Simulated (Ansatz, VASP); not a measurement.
Sc in VASP and in Ansatz

```
Sc
1.0
     2.91161    0.00000    0.00000
     0.00000    2.91161    0.00000
     0.00000    0.00000    2.91161
Sc
1
Cartesian
  0.0000 0.0000 0.0000
```

Alike in both runs: functional PBEsol; k mesh 18 × 18 × 18; occupations gaussian, width 0.1 eV; no spin polarisation.

Ansatz relaxed the structure, and its values are those at the end. VASP's run is a single point on that final structure, the one shown.

```csv
,VASP,Ansatz
version,VASP 6.6.1,Ansatz 0.2.0
potentials or method,"VASP PAW PBE potentials, release 64 (Sc_sv), cutoff 520 eV","scalar-relativistic, plane waves, PAW"
valence electrons in the cell,11,11
```

```csv
,VASP,Ansatz,Ansatz less VASP
gap on the k mesh at the Fermi level (eV),none,none,-
pressure (GPa),0.0,0.0,-0.01
```

VASP's potentials were made for PBE, not for PBEsol. A gap of «none» marks a metal or a gap that the smearing closes. The functional is the same, so the differences come from potentials, cutoffs and numerics.
